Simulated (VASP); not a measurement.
Write the native input for VASP 6.6.1 that does the following.

* Task: single point
* Functional: PBEsol
* Potentials or basis: VASP PAW PBE potentials, release 64 (K_sv)
* Cutoff: 520 eV
* k mesh: 6 × 6 × 6
* Occupations: fermi-dirac, width 0.05 eV
* Spin: no spin polarisation
* Dipole correction: no
* Further INCAR settings: ALGO = Normal; EDIFF = 1e-07; NBANDS = 10

The structure of K lies in POSCAR:

```
K
1.0
    4.3247595005      0.0000000000      0.0000000000
    0.0000000000      4.3247595005      0.0000000000
    0.0000000000      0.0000000000      4.3247595005
K
1
Direct
    0.0000000000      0.0000000000      0.0000000000
```

One way to write it, as run:

INCAR

```
PREC = Accurate
ENCUT = 520
EDIFF = 1E-7
ISMEAR = -1
SIGMA = 0.05
LREAL = F
LASPH = T
NELM = 80
ALGO = Normal
ISIF = 2
LWAVE = F
LCHARG = F
GGA = PS
NBANDS = 10
```

KPOINTS

```
Automatic mesh
0
Gamma
  6 6 6
```

Potentials or basis: VASP PAW PBE potentials, release 64 (K_sv).

Run with:

```console
$ cat potpaw_PBE.64/K_sv/POTCAR > POTCAR
$ mpirun -np 1 vasp_std > vasp.out
```

Results of the run:

The pressure is -0.2 GPa.

Caveat: the PAW data sets were made with another functional, which shifts forces and pressure a little.

Wall time 8.6 s on 1 thread of Intel Xeon 6975P-C (shared host), peak memory 0.17 GiB.
